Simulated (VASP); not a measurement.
# Be (P6_3/mmc) in VASP: a series of runs

Runs on Be. Level: LDA. Tasks: single point, relaxation of cell and atoms.

All numbers are computed with VASP 6.6.1; they aren't measurements. Logs are shortened: lines on timing, memory, paths and dates and some standing lists are left out, and cuts for length are marked.

### Step 1. The cell of the first run

The structure is hexagonal, space group P6_3/mmc (No. 194). Conventional cell: a = 2.228 Å, b = 2.228 Å, c = 3.511 Å, α = 90.00°, β = 90.00°, γ = 120.00°. Within 2.9 Å of Be (site symmetry -6m2) lie 12 Be at 2.18 to 2.23 Å.

### Step 2. Single point, LDA

INCAR

```
SYSTEM = Be
PREC = Accurate ; ENCUT = 520
EDIFF = 1E-6 ; ISMEAR = -1
SIGMA = 0.05 ; LREAL = .False.
LASPH = .True. ; NELM = 60
ALGO = Normal ; ISIF = 2
LWAVE = .False. ; LCHARG = .False.
GGA = CA ; NBANDS = 9
```

KPOINTS

```
regular mesh
0
Gamma
  23 23 13
  0 0 0
```

POSCAR

```
Be
1.0
    2.2283983869      0.0000000000      0.0000000000
   -1.1141991935      1.9298496128      0.0000000000
    0.0000000000      0.0000000000      3.5109040468
Be
2
Direct
    0.3333333333      0.6666666667      0.2500000000
    0.6666666667      0.3333333333      0.7500000000
```

Potentials or basis: VASP PAW LDA potentials, release 64 (Be).

Launch:

```
> cat potpaw_LDA.64/Be/POTCAR > POTCAR
> mpirun -np 1 vasp_std > vasp.out
```

OUTCAR:

```text
SYSTEM = Be
   PREC = Accurate
   ENCUT = 520
   EDIFF = 1E-6
   ISMEAR = -1
   LREAL = .False.
   LASPH = .True.
   NELM = 60
   ISIF = 2
   GGA = CA

 ion  position               nearest neighbor table
   1  0.333  0.667  0.250-   2 2.18   2 2.18   2 2.18   2 2.18   2 2.18   2 2.18
   2  0.667  0.333  0.750-   1 2.18   1 2.18   1 2.18   1 2.18   1 2.18   1 2.18

  LATTYP: Found a hexagonal cell.
 ALAT       =     2.2283983869
 C/A-ratio  =     1.5755279969

  Lattice vectors:

 A1 = (   2.2283983869,   0.0000000000,   0.0000000000)
 A2 = (  -1.1141991935,   1.9298496128,   0.0000000000)
 A3 = (   0.0000000000,   0.0000000000,   3.5109040468)

Analysis of symmetry for initial positions (statically):
=====================================================================
 Subroutine PRICEL returns:
 Original cell was already a primitive cell.

 Routine SETGRP: Setting up the symmetry group for a
 hexagonal supercell.

 Subroutine GETGRP returns: Found 24 space group operations
 (whereof 12 operations were pure point group operations)
 out of a pool of 24 trial point group operations.

The static configuration has the point symmetry D_3d.
 The point group associated with its full space group is D_6h.

Analysis of symmetry for dynamics (positions and initial velocities):
=====================================================================
 Subroutine PRICEL returns:
 Original cell was already a primitive cell.

 Routine SETGRP: Setting up the symmetry group for a
 hexagonal supercell.

 Subroutine GETGRP returns: Found 24 space group operations
 (whereof 12 operations were pure point group operations)
 out of a pool of 24 trial point group operations.

The dynamic configuration has the point symmetry D_3d.
 The point group associated with its full space group is D_6h.

 Subroutine INISYM returns: Found 24 space group operations
 (whereof 12 operations are pure point group operations),
 and found     1 'primitive' translations

----------------------------------------------------------------------------------------

                                     Primitive cell

  volume of cell :      15.0986

  direct lattice vectors                    reciprocal lattice vectors
     2.228398387  0.000000000  0.000000000     0.448752793  0.259087546  0.000000000
    -1.114199193  1.929849613  0.000000000     0.000000000  0.518175092  0.000000000
     0.000000000  0.000000000  3.510904047     0.000000000  0.000000000  0.284826924

  length of vectors
     2.228398387  2.228398387  3.510904047     0.518175092  0.518175092  0.284826924

  position of ions in fractional coordinates (direct lattice)
     0.333333333  0.666666667  0.250000000
     0.666666667  0.333333333  0.750000000

  ion indices of the primitive-cell ions
   primitive index   ion index
                 1           1
                 2           2

----------------------------------------------------------------------------------------

 KPOINTS: regular mesh

Automatic generation of k-mesh.
 Grid dimensions read from file:
 generate k-points for:   23   23   13

 Generating k-lattice:

  Cartesian coordinates                     Fractional coordinates (reciprocal lattice)
     0.019510991  0.011264676  0.000000000     0.043478261  0.000000000  0.000000000
     0.000000000  0.022529352  0.000000000     0.000000000  0.043478261  0.000000000
     0.000000000  0.000000000  0.021909763     0.000000000  0.000000000  0.076923077

  Length of vectors
     0.022529352  0.022529352  0.021909763

  Shift w.r.t. Gamma in fractional coordinates (k-lattice)
     0.000000000  0.000000000  0.000000000

 Subroutine IBZKPT returns following result:
 ===========================================

 Found    392 irreducible k-points:

 Following reciprocal coordinates:
            Coordinates               Weight
  0.000000  0.000000  0.000000      1.000000
  0.043478  0.000000  0.000000      6.000000
  0.086957 -0.000000  0.000000      6.000000
  0.130435 -0.000000  0.000000      6.000000
  0.173913 -0.000000  0.000000      6.000000
  0.217391  0.000000  0.000000      6.000000
[... 16 lines left out ...]
  0.478261  0.043478  0.000000      6.000000
  0.086957  0.086957  0.000000      6.000000
 [... further k-points ...]
   k-points           NKPTS =    392   k-points in BZ     NKDIM =    392   number of bands    NBANDS=      9
   number of dos      NEDOS =    301   number of ions     NIONS =      2
   total plane-waves  NPLWV =   9072
   dimension x,y,z NGX =    18 NGY =   18 NGZ =   28
   dimension x,y,z NGXF=    36 NGYF=   36 NGZF=   56
   ions per type =               2
   NGX,Y,Z   is equivalent  to a cutoff of  13.43, 13.43, 13.26 a.u.
   NGXF,Y,Z  is equivalent  to a cutoff of  26.86, 26.86, 26.52 a.u.
 SYSTEM =  Be
   PREC   = accura    normal or accurate (medium, high low for compatibility)
   ISTART =      0    job   : 0-new  1-cont  2-samecut
   ICHARG =      2    charge: 1-file 2-atom 10-const
   ISPIN  =      1    spin polarized calculation?
   LNONCOLLINEAR =      F non collinear calculations
   LSORBIT =      F    spin-orbit coupling
   LASPH  =      T    aspherical Exc in radial PAW
   ENCUT  =  520.0 eV  38.22 Ry    6.18 a.u.   4.14  4.14  6.53*2*pi/ulx,y,z
   NELM   =     60;   NELMIN=  2; NELMDL= -5     # of ELM steps
   EDIFF  = 0.1E-05   stopping-criterion for ELM
   LREAL  =      F    real-space projection
   EDIFFG = 0.1E-04   stopping-criterion for IOM
   NSW    =      0    number of steps for IOM
   IBRION =     -1    ionic relax: 0-MD 1-quasi-New 2-CG
   NFREE  =      0    steps in history (QN), initial steepest desc. (CG)
   ISIF   =      2    stress and relaxation
   ISYM   =      2    0-nonsym 1-usesym 2-fastsym
   POTIM  = 0.5000    time-step for ionic-motion
   TEBEG  =    0.0;   TEEND  =   0.0 temperature during run
   PSTRESS=    0.0 pullay stress
   NELECT =       4.0000    total number of electrons
   NUPDOWN=      -1.0000    fix difference up-down
   EMIN   =  10.00;   EMAX   =-10.00  energy-range for DOS
   EFERMI =   0.00;   METHOD = LEGACY
   ISMEAR =    -1;   SIGMA  =   0.05  broadening in eV -4-tet -1-fermi 0-gaus
   EFERMI_NEDOS =   21; number of points for ismear=-14 and -15
   IALGO  =     38    algorithm
   IMIX   =      4    mixing-type and parameters
     AMIX     =   0.40;   BMIX     =  1.00
     AMIX_MAG =   1.60;   BMIX_MAG =  1.00
  volume/ion in A,a.u.               =       7.55        50.95
  Fermi-wavevector in a.u.,A,eV,Ry     =   1.051437  1.986927 15.041497  1.105519
  Thomas-Fermi vector in A             =   2.186480
   LORBIT       =      0    0 simple, 1 ext, 2 COOP (PROOUT), +10 PAW based schemes
   GGA     = CA    functional components
   LHFCALC =     F    Hartree Fock is set to
   AEXX    =    0.0000 exact exchange contribution
   IVDW    =     0    specifies the selected vdW correction
   LEPSILON=     F    determine dielectric tensor
   LRPA    =     F    only Hartree local field effects (RPA)
 non-spin polarized calculation
  energy-cutoff  :      520.00
  volume of cell :       15.10
 maximum number of plane-waves:       424
 NGX is ok and might be reduce to    18
   NGX =  9   NGY =  9   NGZ = 13

 number of electron       4.0000000 magnetization

 Free energy of the ion-electron system (eV)
  ---------------------------------------------------
  ext. energy  EPLUGINS =         0.00000000
  ---------------------------------------------------
  free energy    TOTEN  =        -8.42216264 eV

  energy without entropy =       -8.42149026  energy(sigma->0) =       -8.42182645

 E-fermi :   7.0773     XC(G=0): -10.7742

 val. band max:        7.0574385625   @ k =   0.3043   0.1739   0.0000
 cond. band min:       7.0972261169   @ k =   0.2609   0.1304   0.0000
 fundamental gap:      0.0397875544
 Fermi energy:         7.0772680586

 k-point     1 :       0.0000    0.0000    0.0000
  band No.  band energies     occupation
      1      -4.3009      2.00000
      2       2.5369      2.00000
      3       8.5307      0.00000
      4      23.4781      0.00000
      5      23.4781      0.00000
      6      26.4024      0.00000
      7      26.4024      0.00000
      8      28.4786      0.00000
      9      35.1637      0.00000

 k-point     2 :       0.0435    0.0000    0.0000
  band No.  band energies     occupation
      1      -4.2466      2.00000
      2       2.6103      2.00000
      3       8.5421      0.00000
      4      23.0243      0.00000
      5      23.1135      0.00000
      6      26.4152      0.00000
      7      26.6010      0.00000
      8      28.3784      0.00000
      9      34.0399      0.00000

 k-point     3 :       0.0870   -0.0000    0.0000
  band No.  band energies     occupation
      1      -4.0837      2.00000
      2       2.8303      2.00000
      3       8.5741      0.00000
      4      21.8334      0.00000
      5      22.2989      0.00000
      6      26.4179      0.00000
      7      26.8966      0.00000
      8      28.0465      0.00000
      9      32.3807      0.00000

 k-point     4 :       0.1304   -0.0000    0.0000
  band No.  band energies     occupation
      1      -3.8119      2.00000
      2       3.1965      2.00000
      3       8.6188      0.00000
      4      20.2279      0.00000
      5      21.3541      0.00000
      6      26.3415      0.00000
      7      26.9673      0.00000
      8      27.3937      0.00000
      9      30.6091      0.00000
[... 205 lines left out ...]
 k-point    22 :       0.4348    0.0435    0.0000
  band No.  band energies     occupation
      1       1.5139      2.00000
      2       4.6688      2.00000
      3      10.2154      0.00000
      4      14.0132      0.00000
      5      14.6615      0.00000
      6      15.8779      0.00000
      7      18.8711      0.00000
      8      24.4029      0.00000
      9      27.9800      0.00000

 k-point    23 :       0.4783    0.0435    0.0000
  band No.  band energies     occupation
      1       2.0500      2.00000
      2       4.0711      2.00000
      3      10.8891      0.00000
      4      13.8610      0.00000
      5      14.2084      0.00000
      6      15.6447      0.00000
      7      18.6514      0.00000
      8      24.3492      0.00000
      9      27.9868      0.00000

 k-point    24 :       0.0870    0.0870    0.0000
  band No.  band energies     occupation
      1      -3.6486      2.00000
      2       3.4160      2.00000
      3       8.6462      0.00000
      4      19.7828      0.00000
      5      20.3557      0.00000
      6      26.3449      0.00000
      7      26.7465      0.00000
      8      27.0181      0.00000
      9      31.1231      0.00000

 [... further k-points ...]

------------------------ aborting loop because EDIFF is reached ----------------------------------------

  FORCE on cell =-STRESS in cart. coord.  units (eV):
  Direction    XX          YY          ZZ          XY          YZ          ZX
  --------------------------------------------------------------------------------------
  -------------------------------------------------------------------------------------
  Total        0.0418477      0.0418477      0.0450464     -0.0000000      0.0000000      0.0000000
  in kB        4.4406532      4.4406532      4.7800785     -0.0000000      0.0000000      0.0000000
  external PRESSURE =       4.5537950 kB  Pullay stress =       0.0000000 kB

 VOLUME and BASIS-vectors are now :
 -----------------------------------------------------------------------------
  energy-cutoff  :      520.00
  volume of cell :       15.10
      direct lattice vectors                 reciprocal lattice vectors
     2.228398387  0.000000000  0.000000000     0.448752793  0.259087546  0.000000000
    -1.114199193  1.929849613  0.000000000     0.000000000  0.518175092  0.000000000
     0.000000000  0.000000000  3.510904047     0.000000000  0.000000000  0.284826924

 POSITION                                       TOTAL-FORCE (eV/Angst)
 -----------------------------------------------------------------------------------
     -0.00000      1.28657      0.87773        -0.000000      0.000000      0.000000
      1.11420      0.64328      2.63318         0.000000     -0.000000      0.000000
 -----------------------------------------------------------------------------------
    total drift:                                0.000000     -0.000000      0.000000

  FREE ENERGIE OF THE ION-ELECTRON SYSTEM (eV)
  ---------------------------------------------------
  free  energy   TOTEN  =        -8.4221626384 eV

  energy  without entropy=       -8.4214902614  energy(sigma->0) =       -8.42182645
```

Wall time 47 s (1 thread of Oxide Virtual Turin-like, shared host); peak memory 0.12 GiB.

What came out:

```yaml
Free_energy: -8.4222 eV
Pressure: 0.5 GPa
Band_gap_on_the_k_mesh: zero (bands 2 and 3 overlap by 1.40 eV)
```

Levels at points of the mesh, in eV from the Fermi level:
```
           k point  band 1  band 2  band 3  band 4  band 5  band 6
(0.00, 0.00, 0.00)  -11.38   -4.54    1.45   16.40   16.40   19.33
```

### Step 3. Relaxation of cell and atoms, LDA

This run uses another cell than the first one, of 8.11 Å³/atom.

INCAR

```
  PREC = Accurate
  ENCUT = 600
  EDIFF = 1E-6
  ISMEAR = -1
  SIGMA = 0.05
  LREAL = False
  LASPH = True
  NELM = 60
  ALGO = Normal
  ISIF = 3
  LWAVE = False
  LCHARG = False
  GGA = CA
  IBRION = 2
  NSW = 60
  EDIFFG = -0.02
```

KPOINTS

```
Automatic mesh
0
Gamma
  23 23 13
```

POSCAR

```
Be
1.0
    2.2853000000      0.0000000000      0.0000000000
   -1.1426500000      1.9791280000      0.0000000000
    0.0000000000      0.0000000000      3.5842000000
Be
2
Direct
    0.3333333333      0.6666666667      0.2500000000
    0.6666666667      0.3333333333      0.7500000000
```

Potentials or basis: VASP PAW LDA potentials, release 64 (Be).

Launch:

```
> cat potpaw_LDA.64/Be/POTCAR > POTCAR
> mpirun -np 1 vasp_std > vasp.out
```

It took 80 s on 1 thread of Oxide Virtual Turin-like, shared host; peak memory 0.12 GiB.

It converged, with:

```
Free energy                           : -8.4223 eV
Relaxed volume                        : 7.57 Å³/atom
Relaxed cell                          : a = 2.230 Å, b = 2.230 Å, c = 3.513 Å, α = 90.00°, β = 90.00°, γ = 120.00°
Space group after relaxing (to 0.1 Å) : P6_3/mmc (No. 194)
Energy gained by relaxing             : 13.7 meV/atom
Ionic steps                           : 5
Pressure after relaxing               : 0.1 GPa
Band gap on the k mesh                : zero (bands 2 and 3 overlap by 1.40 eV)
```

Stress tensor (GPa, compression positive):
```
0.10 0.00 0.00
0.00 0.10 0.00
0.00 0.00 0.24
```

The path:
```
step  energy change (eV)  largest force (eV/Å)  pressure (GPa)  volume (Å³)
   1              0.0000                0.0000           -7.89        16.21
   2             -0.0268                0.0000           -1.16        15.29
   3             -0.0273                0.0000           -0.02        15.16
   4             -0.0273                0.0000            0.16        15.14
   5             -0.0275                0.0000            0.15        15.13
```

Final structure:
```
CELL_PARAMETERS angstrom
2.23044 0.00000 0.00000
-1.11522 1.93162 0.00000
0.00000 0.00000 3.51279
ATOMIC_POSITIONS crystal
Be 0.33333 0.66667 0.25000
Be 0.66667 0.33333 0.75000
```

Levels at points of the mesh, in eV from the Fermi level:
```
           k point  band 1  band 2  band 3  band 4  band 5  band 6
(0.00, 0.00, 0.00)  -11.37   -4.53    1.45   16.36   16.36   19.28
```

The gap in the log of VASP goes by the Fermi energy; the results here count the filled bands.